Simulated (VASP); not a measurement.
# TiH in VASP: notebook

TiH is run at these levels: PBE; tasks: single point.

Everything below comes from runs of VASP 6.6.1. Logs are shortened: lines on timing, memory, paths and dates and some standing lists are left out, and cuts for length are marked.

**1. The cell of the first run**

The cell holds a sheet with vacuum, 2 atoms: a = 2.699 Å, b = 2.699 Å, c = 23.800 Å, α = 90.00°, β = 90.00°, γ = 90.00°.

The cell was built from a structure type or drawn by symmetry, and may not be a known phase.

**2. Single point, PBE, collinear spin**

Contents of INCAR:

```
SYSTEM = TiH
PREC = Accurate ; ENCUT = 520
EDIFF = 1E-7 ; ISMEAR = 0
SIGMA = 0.1 ; LREAL = .FALSE.
LASPH = .TRUE. ; NELM = 150
ALGO = Normal ; ISIF = 2
LWAVE = .FALSE. ; LCHARG = .TRUE.
ISPIN = 2 ; MAGMOM = 0.45 0
LORBIT = 11 ; LMAXMIX = 4
LDIPOL = .TRUE. ; IDIPOL = 3
DIPOL = 0.5 0.5 0.294 ; GGA = PE
LELF = .TRUE. ; LVHAR = .TRUE.
LVACPOTAV = .TRUE. ; NBANDS = 18
```

Contents of KPOINTS:

```
Automatic mesh
0
G
  20 20 1
  0 0 0
```

Contents of POSCAR:

```
TiH
1.0
    2.6987214558      0.0000000000      0.0000000000
    0.0000000000      2.6987214558      0.0000000000
    0.0000000000      0.0000000000     23.8000000000
Ti H
1 1
Direct
    0.0000000000      0.0000000000      0.2941176471
    0.5000000000      0.5000000000      0.2941176471
```

Potentials or basis: VASP PAW PBE potentials, release 64 (Ti_sv, H).

Command:

```
$ cat potpaw_PBE.64/Ti_sv/POTCAR potpaw_PBE.64/H/POTCAR > POTCAR
$ mpirun -np 1 vasp_std > vasp.out
```

OUTCAR:

```text
SYSTEM = TiH
   PREC = Accurate
   ENCUT = 520
   EDIFF = 1E-7
   ISMEAR = 0
   LREAL = .FALSE.
   LASPH = .TRUE.
   NELM = 150
   ISIF = 2
   ISPIN = 2
   LORBIT = 11
   GGA = PE

 ion  position               nearest neighbor table
   1  0.000  0.000  0.294-
   2  0.500  0.500  0.294-

  LATTYP: Found a simple tetragonal cell.
 ALAT       =     2.6987214558
 C/A-ratio  =     8.8189909147

  Lattice vectors:

 A1 = (   2.6987214558,   0.0000000000,   0.0000000000)
 A2 = (   0.0000000000,   2.6987214558,   0.0000000000)
 A3 = (   0.0000000000,   0.0000000000,  23.8000000000)

Analysis of symmetry for initial positions (statically):
=====================================================================
 Subroutine PRICEL returns:
 Original cell was already a primitive cell.

 Routine SETGRP: Setting up the symmetry group for a
 simple tetragonal supercell.

 Subroutine GETGRP returns: Found 16 space group operations
 (whereof  8 operations were pure point group operations)
 out of a pool of 16 trial point group operations.

The static configuration has the point symmetry C_4v.
 The point group associated with its full space group is D_4h.

Analysis of symmetry for dynamics (positions and initial velocities):
=====================================================================
 Subroutine PRICEL returns:
 Original cell was already a primitive cell.

 Routine SETGRP: Setting up the symmetry group for a
 simple tetragonal supercell.

 Subroutine GETGRP returns: Found 16 space group operations
 (whereof  8 operations were pure point group operations)
 out of a pool of 16 trial point group operations.

The dynamic configuration has the point symmetry C_4v.
 The point group associated with its full space group is D_4h.

Analysis of structural, dynamic, and magnetic symmetry:
=====================================================================
 Subroutine PRICEL returns:
 Original cell was already a primitive cell.

 Routine SETGRP: Setting up the symmetry group for a
 simple tetragonal supercell.

 Subroutine GETGRP returns: Found 16 space group operations
 (whereof  8 operations were pure point group operations)
 out of a pool of 16 trial point group operations.

The overall configuration has the point symmetry C_4v.
 The point group associated with its full space group is D_4h.

 Subroutine INISYM returns: Found 16 space group operations
 (whereof  8 operations are pure point group operations),
 and found     1 'primitive' translations

----------------------------------------------------------------------------------------

                                     Primitive cell

[... 120 lines left out ...]
   LRPA    =     F    only Hartree local field effects (RPA)
 spin polarized calculation
 Gauss-broadening in eV      SIGMA  =   0.10
  energy-cutoff  :      520.00
  volume of cell :      173.34
 maximum number of plane-waves:      4715
   NGX = 11   NGY = 11   NGZ = 89

 dipolmoment           0.000000      0.000000      0.000000 electrons x Angstroem

 number of electron      13.0000000 magnetization       0.5123335

 dipolmoment           0.000000      0.000000     -0.000000 electrons x Angstroem

 Free energy of the ion-electron system (eV)
  ---------------------------------------------------
  ext. energy  EPLUGINS =         0.00000000
  ---------------------------------------------------
  free energy    TOTEN  =        -9.94310149 eV

  energy without entropy =       -9.92943502  energy(sigma->0) =       -9.93626825

 E-fermi :  -2.7630     XC(G=0):  -2.0845

 val. band max:       -2.7714554108   @ k =   0.2500   0.2000   0.0000
 cond. band min:      -2.7599154102   @ k =   0.3000   0.2500   0.0000
 fundamental gap:      0.0115400006
 Fermi energy:        -2.7630454957

 spin component 1

 k-point     1 :       0.0000    0.0000    0.0000
  band No.  band energies     occupation
      1     -59.6455      1.00000
      2     -36.1201      1.00000
      3     -35.4615      1.00000
      4     -35.4615      1.00000
      5     -10.7016      1.00000
      6      -4.0055      1.00000
[... 493 lines left out ...]
     17       4.9173      0.00000
     18       5.1241      0.00000

 [... further k-points ...]

 spin component 2

 k-point     1 :       0.0000    0.0000    0.0000
  band No.  band energies     occupation
      1     -59.4120      1.00000
      2     -35.8120      1.00000
      3     -35.2597      1.00000
      4     -35.2597      1.00000
      5     -10.5595      1.00000
      6      -3.7690      1.00000
[... 493 lines left out ...]
     17       5.0745      0.00000
     18       5.2580      0.00000

 [... further k-points ...]

------------------------ aborting loop because EDIFF is reached ----------------------------------------

 vacuum level on the upper side and lower side of the slab       (xc-potential included)        -0.103        -0.102

  FORCE on cell =-STRESS in cart. coord.  units (eV):
  Direction    XX          YY          ZZ          XY          YZ          ZX
  --------------------------------------------------------------------------------------
  -------------------------------------------------------------------------------------
  Total        0.0044700      0.0044700     -0.0195453      0.0000000     -0.0000000     -0.0000000
  in kB        0.0413165      0.0413165     -0.1806592      0.0000000     -0.0000000     -0.0000000
  external PRESSURE =      -0.0326754 kB  Pullay stress =       0.0000000 kB

 VOLUME and BASIS-vectors are now :
 -----------------------------------------------------------------------------
  energy-cutoff  :      520.00
  volume of cell :      173.34
      direct lattice vectors                 reciprocal lattice vectors
     2.698721456  0.000000000  0.000000000     0.370545837  0.000000000  0.000000000
     0.000000000  2.698721456  0.000000000     0.000000000  0.370545837  0.000000000
     0.000000000  0.000000000 23.800000000     0.000000000  0.000000000  0.042016807

 POSITION                                       TOTAL-FORCE (eV/Angst)
 -----------------------------------------------------------------------------------
      0.00000      0.00000      7.00000         0.000000      0.000000      0.000000
      1.34936      1.34936      7.00000         0.000000      0.000000      0.000000
 -----------------------------------------------------------------------------------
    total drift:                               -0.000000      0.000000     -0.000039

  FREE ENERGIE OF THE ION-ELECTRON SYSTEM (eV)
  ---------------------------------------------------
  free  energy   TOTEN  =        -9.9431014859 eV

  energy  without entropy=       -9.9294350205  energy(sigma->0) =       -9.93626825

 vacuum level on the upper side and lower side of the slab         1.483         1.483

 total charge

# of ion       s       p       d       tot
------------------------------------------
    1        2.170   6.093   2.071  10.333
    2        0.581   0.018   0.000   0.600
--------------------------------------------------
tot          2.751   6.111   2.071  10.933

 magnetization (x)

# of ion       s       p       d       tot
------------------------------------------
    1        0.007   0.018   0.238   0.263
    2       -0.005   0.002   0.000  -0.003
--------------------------------------------------
tot          0.002   0.020   0.238   0.260
```

OSZICAR:

```text
N       E                     dE             d eps       ncg     rms          rms(c)
DAV:   1     0.666900850357E+02    0.66690E+02   -0.65670E+03  5800   0.527E+02
DAV:   2    -0.163076056641E+01   -0.68321E+02   -0.63495E+02  5356   0.161E+02
DAV:   3    -0.111481930223E+02   -0.95174E+01   -0.92861E+01  8254   0.453E+01
[... 28 lines left out ...]
DAV:  32    -0.994310063733E+01   -0.36444E-06   -0.45932E-10  4174   0.799E-05    0.215E-05
DAV:  33    -0.994310097773E+01   -0.34040E-06   -0.37822E-10  4120   0.515E-05    0.141E-05
DAV:  34    -0.994310131818E+01   -0.34045E-06   -0.27442E-10  4414   0.476E-05    0.908E-06
DAV:  35    -0.994310145582E+01   -0.13764E-06   -0.27776E-10  4572   0.358E-05    0.671E-06
DAV:  36    -0.994310148588E+01   -0.30060E-07   -0.79985E-11  4278   0.262E-05
   1 F= -.99431015E+01 E0= -.99362683E+01  d E =-.136665E-01  mag=     0.5123
```

Run time: 8.7 min. Hardware: 1 thread of Intel Xeon 6975P-C (Granite Rapids), shared host; peak memory 0.53 GiB.

Results:

* Free energy: -9.9431 eV
* Net moment: 0.51 μB per cell
* Site moments: Ti +0.26; H -0.00 μB
* Valence electrons inside the program's atomic spheres: Ti 10.33; H 0.60
* Work function of the upper face: 4.25 eV
* Work function of the lower face: 4.25 eV

Levels at points of the mesh, in eV from the Fermi level:
Spin up:
```csv
k point,band 5,band 6,band 7,band 8,band 9,band 10
"(0.00, 0.00, 0.00)",-7.94,-1.24,-0.67,-0.25,2.34,2.34
"(0.50, 0.00, 0.00)",-4.31,-1.44,-1.21,1.13,1.44,2.63
"(0.50, 0.50, 0.00)",-6.53,0.06,0.06,1.99,4.48,5.73
```
Spin down:
| k point | band 4 | band 5 | band 6 | band 7 | band 8 | band 9 |
| --- | --- | --- | --- | --- | --- | --- |
| (0.00, 0.00, 0.00) | -32.50 | -7.80 | -1.01 | -0.25 | 0.24 | 2.66 |
| (0.50, 0.00, 0.00) | -32.43 | -4.22 | -1.20 | -0.84 | 1.52 | 1.59 |
| (0.50, 0.50, 0.00) | -32.89 | -6.46 | 0.42 | 0.42 | 2.32 | 4.70 |

**3. Single point, PBE, collinear spin**

This run uses another cell than the first one.

Contents of INCAR:

```
PREC = Accurate
ENCUT = 520
EDIFF = 1E-7
ISMEAR = 0
SIGMA = 0.1
LREAL = False
LASPH = True
NELM = 150
ALGO = Normal
ISIF = 2
LWAVE = False
LCHARG = True
ISPIN = 2
MAGMOM = 0.45 0
LORBIT = 11
LMAXMIX = 4
LDIPOL = True
IDIPOL = 3
DIPOL = 0.5 0.5 0.294
GGA = PE
LELF = True
LVHAR = True
LVACPOTAV = True
NBANDS = 18
```

Contents of KPOINTS:

```
Automatic mesh
0
Gamma
  20 20 1
```

Contents of POSCAR:

```
TiH
1.0
    2.7040923382      0.0000000000      0.0000000000
    0.0000000000      2.7040923382      0.0000000000
    0.0000000000      0.0000000000     23.8000000000
Ti H
1 1
Direct
    0.0000000000      0.0000000000      0.2941176471
    0.5000000000      0.5000000000      0.2941176471
```

Potentials or basis: VASP PAW PBE potentials, release 64 (Ti_sv, H).

Command:

```
$ cat potpaw_PBE.64/Ti_sv/POTCAR potpaw_PBE.64/H/POTCAR > POTCAR
$ mpirun -np 1 vasp_std > vasp.out
```

Wall time 7.5 min (1 thread of Intel Xeon 6975P-C (Granite Rapids), shared host); peak memory 0.53 GiB.

Results (log left out):

* Free energy: -9.9430 eV
* Net moment: 0.53 μB per cell
* Site moments: Ti +0.28; H -0.00 μB
* Valence electrons inside the program's atomic spheres: Ti 10.33; H 0.60

Levels at points of the mesh, in eV from the Fermi level:
Spin up:
```tsv
k point	band 3	band 4	band 5	band 6	band 7	band 8	band 9	band 10	band 11	band 12
(0.00, 0.00, 0.00)	-32.72	-32.72	-7.93	-1.24	-0.68	-0.26	2.31	2.31	3.36	3.63
(0.50, 0.00, 0.00)	-33.29	-32.65	-4.32	-1.45	-1.21	1.11	1.43	2.60	4.99	5.99
(0.50, 0.50, 0.00)	-33.32	-33.22	-6.51	0.05	0.05	1.97	4.44	5.68	5.68	8.09
```
Spin down:
```csv
k point,band 2,band 3,band 4,band 5,band 6,band 7,band 8,band 9,band 10,band 11
"(0.00, 0.00, 0.00)",-33.05,-32.51,-32.51,-7.78,-0.99,-0.25,0.24,2.65,2.65,3.51
"(0.50, 0.00, 0.00)",-33.25,-32.97,-32.44,-4.22,-1.20,-0.83,1.51,1.58,2.93,5.54
"(0.50, 0.50, 0.00)",-33.11,-33.11,-32.90,-6.44,0.43,0.43,2.30,4.68,6.05,6.05
```
